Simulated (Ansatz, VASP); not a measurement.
## Two plane-wave programs on CdHg2Te3

```
CELL_PARAMETERS angstrom
3.95567 -2.45637 0.00137
3.95567 2.45637 0.00137
-0.83543 0.00000 10.50020
ATOMIC_POSITIONS crystal
Cd 0.37994 0.62006 0.50000
Hg 0.68776 0.00147 0.83282
Hg 0.99853 0.31224 0.16718
Te 0.48667 0.03468 0.34240
Te 0.48177 0.51823 0.00000
Te 0.96532 0.51333 0.65760
```

Alike in both runs: task single point; functional PBE; k mesh 8 × 8 × 4; occupations gaussian, width 0.02 eV; no spin polarisation.

|  | VASP | Ansatz |
| --- | --- | --- |
| version | VASP 6.6.1 | Ansatz 0.2.0 |
| potentials or method | VASP PAW PBE potentials, release 64 (Cd, Hg, Te), cutoff 520 eV | scalar-relativistic, plane waves, PAW |
| valence electrons in the cell | 54 | 108 |

Ansatz gave:

```
gap on the k mesh at the Fermi level (eV) : 0.77
least direct gap on the mesh (eV)         : 0.85
pressure (GPa)                            : 0.0
rms of the force components (eV/Å)        : 0.002
```

**Question.** Which values does VASP return?

**Answer.** gap on the k mesh at the Fermi level (eV): 0.76; least direct gap on the mesh (eV): 0.83; pressure (GPa): 0.1; rms of the force components (eV/Å): 0.013.

Atom by atom the forces differ by 0.013 eV/Å (rms over components). VASP's potentials hold 54 valence electrons a cell and Ansatz's 108, so a difference there can come from the potentials and not from the codes.

Spin-orbit coupling is off throughout.
